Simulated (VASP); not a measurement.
**Ti: single point with r2SCAN**

Ti:

```xyz
1
Lattice="0.0000 -2.0552 -2.0552 2.0552 0.0000 -2.0552 2.0552 -2.0552 0.0000" Properties=species:S:1:pos:R:3 pbc="T T T"
Ti    0.0000    0.0000    0.0000
```

```yaml
Program: VASP 6.6.1
Task: single point
Functional: r2SCAN
Potentials_or_basis: VASP PAW PBE potentials, release 64 (Ti_sv)
Cutoff: 520 eV
k_mesh: 18 × 18 × 18
Occupations: gaussian, width 0.1 eV
Spin: no spin polarisation
Dipole_correction: no
Further_INCAR_settings: ALGO = Normal; EDIFF = 1e-06; NBANDS = 12
```

* Pressure: 0.4 GPa
* Band gap on the k mesh: zero (band 6 reaches 9.23 eV, above the bottom of band 7 at 7.81 eV)

Levels at points of the mesh, in eV from the Fermi level:
| k point | band 4 | band 5 | band 6 | band 7 | band 8 | band 9 |
| --- | --- | --- | --- | --- | --- | --- |
| (0.00, 0.00, 0.00) | -33.85 | -6.47 | 1.00 | 1.00 | 1.00 | 2.81 |
| (0.50, 0.00, 0.00) | -33.94 | -2.71 | 0.45 | 0.93 | 0.93 | 3.83 |
| (0.50, 0.50, 0.00) | -34.09 | -2.65 | -1.77 | 2.81 | 3.89 | 4.07 |

Wall time 2.2 min on 1 thread of AMD EPYC 9R45 (Zen 5), with other jobs on the host, peak memory 0.14 GiB.

Caveat: the PAW data sets were made with another functional, which shifts forces and pressure a little.
